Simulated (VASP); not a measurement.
# Al2W2O (P6/mmm) in VASP: a series of runs, part 2 of 2

VASP 6.6.1. Earlier steps stand in the parts before.

## 3. Single point, PBE

This run uses another cell than the first one, of 19.87 Å³/atom, 1.299 times its volume.

INCAR reads:

```
ALGO     = Normal         # electronic algorithm
EDIFF    = 1E-7           # SCF threshold, eV
ENCUT    = 520            # plane-wave cutoff, eV
GGA      = PE             # functional
ISIF     = 2              # what is computed and relaxed
ISMEAR   = 0              # smearing method
LASPH    = True           # aspherical terms in the spheres
LCHARG   = True           # write CHGCAR
LELF     = True           # ELF
LREAL    = False          # projectors in reciprocal space
LVHAR    = True         
LWAVE    = False          # write WAVECAR
NBANDS   = 28             # bands
NELM     = 60             # most SCF steps
PREC     = Accurate       # precision mode
SIGMA    = 0.1            # smearing width, eV
```

KPOINTS reads:

```
k-points
0
Gamma
  6 6 2
```

POSCAR reads:

```
Al2W2O
1.0
    4.2816683566     -0.0000000037      0.0000000000
   -2.1408341751      3.7080335693      0.0000000000
    0.0000000000      0.0000000000      6.2566110729
Al W O
2 2 1
Direct
    0.3333333333      0.6666666667      0.0000000000
    0.6666666667      0.3333333333      0.0000000000
    0.0000000000      0.0000000000      0.6786794492
    0.0000000000      0.0000000000      0.3213205508
    0.0000000000      0.0000000000      0.0000000000
```

Potentials or basis: VASP PAW PBE potentials, release 64 (Al, W_sv, O).

Started as:

```
cat potpaw_PBE.64/Al/POTCAR potpaw_PBE.64/W_sv/POTCAR potpaw_PBE.64/O/POTCAR > POTCAR
mpirun -np 1 vasp_std > vasp.out
```

Wall time 45 s (1 thread of Intel Xeon Platinum 8259CL at 2.50GHz (Skylake/Cascade Lake), shared host); peak memory 0.22 GiB.

Results (log left out):

| Item | Value |
| --- | --- |
| Free energy | -31.1014 eV |
| Pressure | 0.7 GPa |
| Largest force | 0.241 eV/Å |
| Band gap on the k mesh | zero (band 20 reaches 5.64 eV, above the bottom of band 21 at 4.97 eV) |

Forces in eV/Å, atoms in the order of the input:
```
Al   0.000  0.000  0.000
Al   0.000  0.000  0.000
W    0.000  0.000  0.241
W    0.000  0.000 -0.241
O    0.000  0.000  0.000
```

Stress tensor (GPa, compression positive):
```
0.10 0.00 0.00
0.00 0.10 0.00
0.00 0.00 1.83
```

Levels at points of the mesh, in eV from the Fermi level:
```tsv
k point	band 16	band 17	band 18	band 19	band 20	band 21	band 22	band 23	band 24	band 25
(0.00, 0.00, 0.00)	-1.77	-1.77	-0.95	-0.88	-0.88	0.25	0.25	1.40	1.40	1.79
(0.50, 0.00, 0.00)	-1.35	-1.09	-1.03	-1.03	-0.39	-0.08	0.08	1.21	1.21	1.31
(0.00, 0.00, 0.50)	-1.95	-1.25	-1.25	-0.91	-0.91	0.74	0.81	2.27	2.27	2.93
(0.50, 0.00, 0.50)	-2.10	-1.67	-1.43	0.07	0.17	0.71	1.07	1.32	1.52	1.84
```

Caveat: the k points lie up to 0.50 Å⁻¹ apart; spin-orbit coupling is left out, which moves the levels of the heavy elements.

## 4. Single point, PBE

This run uses another cell than the first one, of 20.44 Å³/atom, 1.337 times its volume.

INCAR reads:

```
PREC = Accurate ; ENCUT = 520
EDIFF = 1E-7 ; ISMEAR = 0
SIGMA = 0.1 ; LREAL = F
LASPH = T ; NELM = 80
ALGO = Normal ; ISIF = 2
LWAVE = F ; LCHARG = F
GGA = PE ; NBANDS = 28
```

KPOINTS reads:

```
Automatic mesh
0
Gamma
  6 6 4
```

POSCAR reads:

```
Al2W2O
1.0
    4.4199999200      0.0000000000      0.0000000000
   -2.2099999600      3.8278322155      0.0000000000
    0.0000000000      0.0000000000      6.0413481219
Al W O
2 2 1
Direct
    0.3333333333      0.6666666667      0.0000000000
    0.6666666667      0.3333333333      0.0000000000
    0.0000000000      0.0000000000      0.6838614472
    0.0000000000      0.0000000000      0.3161385528
    0.0000000000      0.0000000000      0.0000000000
```

Started as:

```
cat potpaw_PBE.64/Al/POTCAR potpaw_PBE.64/W_sv/POTCAR potpaw_PBE.64/O/POTCAR > POTCAR
mpirun -np 1 vasp_std > vasp.out
```

Wall time 61 s (1 thread of Intel Xeon Platinum 8259CL at 2.50GHz (Skylake/Cascade Lake), shared host); peak memory 0.26 GiB.

The run converged. Its results:

```
Free energy            : -30.8229 eV
Pressure               : 0.9 GPa
Largest force          : 0.236 eV/Å
Band gap on the k mesh : zero (band 20 reaches 5.48 eV, above the bottom of band 21 at 4.77 eV)
```

Forces in eV/Å, atoms in the order of the input:
```
Al   0.000  0.000  0.000
Al   0.000  0.000  0.000
W    0.000  0.000  0.236
W    0.000  0.000 -0.236
O    0.000  0.000  0.000
```

Stress tensor (GPa, compression positive):
```
0.04 0.00 0.00
0.00 0.04 0.00
0.00 0.00 2.54
```

Levels at points of the mesh, in eV from the Fermi level:
```
           k point  band 18  band 19  band 20  band 21  band 22  band 23
(0.00, 0.00, 0.00)    -0.86    -0.86    -0.85     0.34     0.34     1.62
(0.50, 0.00, 0.00)    -1.02    -1.02    -0.44    -0.07    -0.02     1.00
(0.00, 0.00, 0.50)    -1.31    -0.88    -0.88     1.31     1.34     2.49
(0.50, 0.00, 0.50)    -1.30    -0.16     0.07     0.49     0.97     1.06
```

Caveat: spin-orbit coupling is left out, which moves the levels of the heavy elements.

## 5. Relaxation of cell and atoms, PBE

INCAR reads:

```
SYSTEM = Al2W2O
ALGO = Normal ; EDIFF = 1E-7
EDIFFG = -0.04 ; ENCUT = 600
GGA = PE ; IBRION = 2
ISIF = 3 ; ISMEAR = 0
LASPH = .True. ; LCHARG = .False.
LREAL = .False. ; LWAVE = .False.
NELM = 80 ; NSW = 90
PREC = Accurate ; SIGMA = 0.1
```

KPOINTS reads:

```
k-points
0
Gamma
  6 6 2
  0 0 0
```

POSCAR reads:

```
Al2W2O
1.0
    3.3004121900      0.0000000000      0.0000000000
   -1.6502060900      2.8582408000      0.0000000000
    0.0000000000      0.0000000000      8.1052433500
Al W O
2 2 1
Direct
    0.3333333300      0.6666666700      0.0000000000
    0.6666666700      0.3333333300      0.0000000000
    0.0000000000      0.0000000000      0.7762020700
    0.0000000000      0.0000000000      0.2237979300
    0.0000000000      0.0000000000      0.0000000000
```

Started as:

```
cat potpaw_PBE.64/Al/POTCAR potpaw_PBE.64/W_sv/POTCAR potpaw_PBE.64/O/POTCAR > POTCAR
mpirun -np 1 vasp_std > vasp.out
```

Run time: 24 min. Hardware: 1 thread of Intel Xeon Platinum 8259CL at 2.50GHz (Skylake/Cascade Lake), shared host; peak memory 0.26 GiB.

The run converged. Its results:

* Free energy: -31.0109 eV
* Relaxed volume: 19.49 Å³/atom
* Relaxed cell: a = 4.228 Å, b = 4.228 Å, c = 6.295 Å, α = 90.00°, β = 90.00°, γ = 120.00°
* Space group after relaxing (to 0.05 Å): P6/mmm (No. 191)
* Energy gained by relaxing: 2251.6 meV/atom
* Ionic steps: 46
* Pressure after relaxing: -0.1 GPa
* Largest force after relaxing: 0.012 eV/Å
* Band gap on the k mesh: zero (band 20 reaches 5.89 eV, above the bottom of band 21 at 5.18 eV)

Forces on the atoms (eV/Å):
```
Al   0.000  0.000  0.000
Al   0.000  0.000  0.000
W    0.000  0.000 -0.012
W    0.000  0.000  0.012
O    0.000  0.000  0.000
```

Stress tensor (GPa, compression positive):
```
-0.04  0.00  0.00
 0.00 -0.04  0.00
 0.00  0.00 -0.27
```

Step by step:
```tsv
step	energy change (eV)	largest force (eV/Å)	pressure (GPa)	volume (Å³)
1	0.0000	6.5882	74.53	76.46
3	-6.5239	2.4364	-3.73	114.82
5	-6.5763	2.2107	-1.09	110.80
7	17.6720	86.1535	103.21	111.77
9	-6.8065	14.6560	19.31	114.01
11	-9.0504	2.0311	3.05	114.09
13	-9.1884	0.2021	-3.53	119.98
15	-9.3004	1.2652	-2.39	118.08
17	-9.3893	1.8174	-1.81	116.14
19	-10.1809	3.7314	0.21	107.48
21	-9.7629	4.9690	3.96	107.00
23	-9.8979	5.1622	7.93	103.74
25	-9.9082	4.6464	8.89	103.04
27	-9.9409	1.8976	8.63	101.23
29	-9.9728	2.9427	8.30	101.54
31	-10.0264	3.4822	7.89	101.96
33	-10.4097	2.8496	5.31	103.57
35	-10.6775	2.1107	-8.39	109.78
37	-10.8247	2.4202	-3.92	107.38
39	-11.0135	1.6705	-2.78	105.17
41	-11.1707	0.5054	0.79	100.96
43	-11.2366	0.2035	-2.47	100.11
45	-11.2502	0.1577	-1.34	99.17
46	-11.2582	0.0120	-0.12	97.46
```

Final structure:
```xyz
5
Lattice="4.2280 0.0000 0.0000 -2.1140 3.6616 0.0000 0.0000 0.0000 6.2951" Properties=species:S:1:pos:R:3 pbc="T T T"
Al    0.0000    2.4410    0.0000
Al    2.1140    1.2205    0.0000
W     0.0000    0.0000    4.2730
W     0.0000    0.0000    2.0222
O     0.0000    0.0000    0.0000
```

Levels at points of the mesh, in eV from the Fermi level:
| k point | band 16 | band 17 | band 18 | band 19 | band 20 | band 21 | band 22 | band 23 | band 24 |
| --- | --- | --- | --- | --- | --- | --- | --- | --- | --- |
| (0.00, 0.00, 0.00) | -1.82 | -1.82 | -1.10 | -0.94 | -0.94 | 0.15 | 0.15 | 1.34 | 1.34 |
| (0.50, 0.00, 0.00) | -1.48 | -1.20 | -1.19 | -1.09 | -0.48 | -0.03 | 0.09 | 1.17 | 1.36 |
| (0.00, 0.00, 0.50) | -1.97 | -1.31 | -1.31 | -0.97 | -0.97 | 0.53 | 0.55 | 2.18 | 2.18 |
| (0.50, 0.00, 0.50) | -2.14 | -1.65 | -1.52 | 0.11 | 0.18 | 0.68 | 1.04 | 1.28 | 1.34 |

Caveat: the k points lie up to 0.50 Å⁻¹ apart in the final cell; the volume moved by over 15 % at a fixed basis, so the end points are rough; spin-orbit coupling is left out, which moves the levels of the heavy elements.

## 6. Overview

```tsv
task	cell	k mesh	cutoff (eV)	gap on the mesh (eV)	pressure (GPa)	largest force (eV/Å)
single point	a = 3.300, b = 3.300, c = 8.105 Å, angles 90.0, 90.0, 120.0°, 5 atoms	6 × 6 × 2	520	none	74.6	6.59
single point	a = 4.282, b = 4.282, c = 6.257 Å, angles 90.0, 90.0, 120.0°, 5 atoms	6 × 6 × 2	520	none	0.7	0.24
single point	a = 4.420, b = 4.420, c = 6.041 Å, angles 90.0, 90.0, 120.0°, 5 atoms	6 × 6 × 4	520	none	0.9	0.24
relaxation of cell and atoms	relaxed from a = 3.300, b = 3.300, c = 8.105 Å, angles 90.0, 90.0, 120.0°, 5 atoms	6 × 6 × 2	600	none	-0.1	0.01
```

Alike in all rows: level PBE; potentials or basis VASP PAW PBE potentials, release 64 (Al, W_sv, O); no spin polarisation; smearing gaussian 0.1 eV.

Caveats: some runs use coarse meshes; spin-orbit coupling is left out, which moves the levels of the heavy elements; forces of over 1 eV/Å act on the atoms, so gaps and moduli don't describe the material at rest (some runs); the volume moved by over 15 % at a fixed basis, so the end points are rough (some runs).

Total energies depend on the potentials used, so only differences within one code and one set of settings carry meaning.
